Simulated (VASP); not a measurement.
Runs of VASP 6.6.1 on La. The structure is that of space group Im-3m (No. 229), or close to it. The cells are those of the table. This isn't the form of La at room conditions, which is double hcp.

```csv
level,spin,cell,k mesh,cutoff (eV),smearing,grid for exact exchange (PRECFOCK),share of exact exchange,gap on the mesh (eV),pressure (GPa)
r2SCAN,off,"a = 3.603 Å, angles 109.5°, 1 atom",9 × 9 × 9,550,fermi-dirac 0.05 eV,-,-,none,1.5
r2SCAN,off,"a = 3.727 Å, angles 109.5°, 1 atom",9 × 9 × 9,550,fermi-dirac 0.05 eV,-,-,none,(b)
r2SCAN,off,"a = 3.703 Å, angles 109.5°, 1 atom",9 × 9 × 9,550,fermi-dirac 0.05 eV,-,-,none,-0.6
r2SCAN50,off,"a = 3.654 Å, angles 109.5°, 1 atom",6 × 6 × 6,520,gaussian 0.025 eV,Normal,0.5,none,2.8
r2SCAN50,off,"a = 3.679 Å, angles 109.5°, 1 atom",6 × 6 × 6,520,gaussian 0.025 eV,Normal,0.5,none,(c)
PBEsol,"non-collinear, zero start, SOC","a = 3.679 Å, angles 109.5°, 1 atom",7 × 7 × 7,520,fermi-dirac 0.05 eV,-,-,-,(d)
r2SCAN,off,"a = 3.654 Å, angles 109.5°, 1 atom",9 × 9 × 9,550,fermi-dirac 0.05 eV,-,-,none,0.3
r2SCAN50,off,"a = 3.703 Å, angles 109.5°, 1 atom",6 × 6 × 6,520,gaussian 0.025 eV,Normal,0.5,none,1.3
r2SCAN50,off,"a = 3.629 Å, angles 109.5°, 1 atom",6 × 6 × 6,520,gaussian 0.025 eV,Normal,0.5,none,3.6
r2SCAN0+D4,off,"a = 3.679 Å, angles 109.5°, 1 atom",6 × 6 × 6,440,fermi-dirac 0.01 eV,Normal,0.25,none,1.0
PBE0+D4,off,"a = 3.679 Å, angles 109.5°, 1 atom",6 × 6 × 6,400,fermi-dirac 0.025 eV,Normal,0.25,none,0.0
RPBE+D3(BJ),off,"a = 3.679 Å, angles 109.5°, 1 atom",9 × 9 × 9,520,fermi-dirac 0.05 eV,-,-,none,(a)
```

Alike in all rows: task single point; potentials or basis VASP PAW PBE potentials, release 64 (La).

Question: Estimate the missing entries.

Answer: (a) -19.4; (b) -1.0; (c) 2.0; (d) -2.4.

Caveats: the PAW data sets were made with another functional, which shifts forces and pressure a little; spin-orbit coupling is left out, which moves the levels of the heavy elements (at least some runs); the cell stands under pressure (at least some runs); the cell stands under tension (at least some runs); the dispersion term is far too large for a dense solid, which distorts pressure and volume (at least some runs).

A k mesh can miss the band edges, and rows without SOC leave out spin-orbit coupling on La.

A gap of «none» marks levels without a gap at the run's occupations.
